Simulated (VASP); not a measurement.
Set up this calculation in VASP 6.6.1, as the native input.

* Task: single point
* Functional: LDA
* Potentials or basis: VASP PAW LDA potentials, release 64 (Sn_d, Se)
* Cutoff: 520 eV
* k mesh: 8 × 8 × 8
* Occupations: gaussian, width 0.01 eV
* Spin: no spin polarisation
* Dipole correction: no
* Further INCAR settings: ALGO = Normal; EDIFF = 1e-07; NBANDS = 17

The structure of SnSe lies in POSCAR:

```
SnSe
1.0
    0.0000000000      2.9025647421      2.9025647421
    2.9025647421      0.0000000000      2.9025647421
    2.9025647421      2.9025647421      0.0000000000
Sn Se
1 1
Direct
    0.0000000000      0.0000000000      0.0000000000
    0.5000000000      0.5000000000      0.5000000000
```

These files were run (other wordings do the same):

INCAR

```
  ALGO = Normal
  EDIFF = 1E-7
  ENCUT = 520
  GGA = CA
  ISIF = 2
  ISMEAR = 0
  LASPH = True
  LCHARG = False
  LREAL = False
  LWAVE = False
  NBANDS = 17
  NELM = 80
  PREC = Accurate
  SIGMA = 0.01
```

KPOINTS

```
k-points
0
Gamma
  8 8 8
```

Potentials or basis: VASP PAW LDA potentials, release 64 (Sn_d, Se).

The run is started by

```sh
$ cat potpaw_LDA.64/Sn_d/POTCAR potpaw_LDA.64/Se/POTCAR > POTCAR
$ mpirun -np 1 vasp_std > vasp.out
```

Results of the run:

```
Pressure               : 3.1 GPa
Band gap on the k mesh : 0.70 eV (least direct gap 0.89 eV)
```

Caveat: the cell stands under pressure; spin-orbit coupling is left out, which moves the levels of the heavy elements.

It took 7.3 s on 1 thread of Intel(R) Xeon(R) 6975P-C (Granite Rapids) (shared host), peak memory 0.16 GiB.
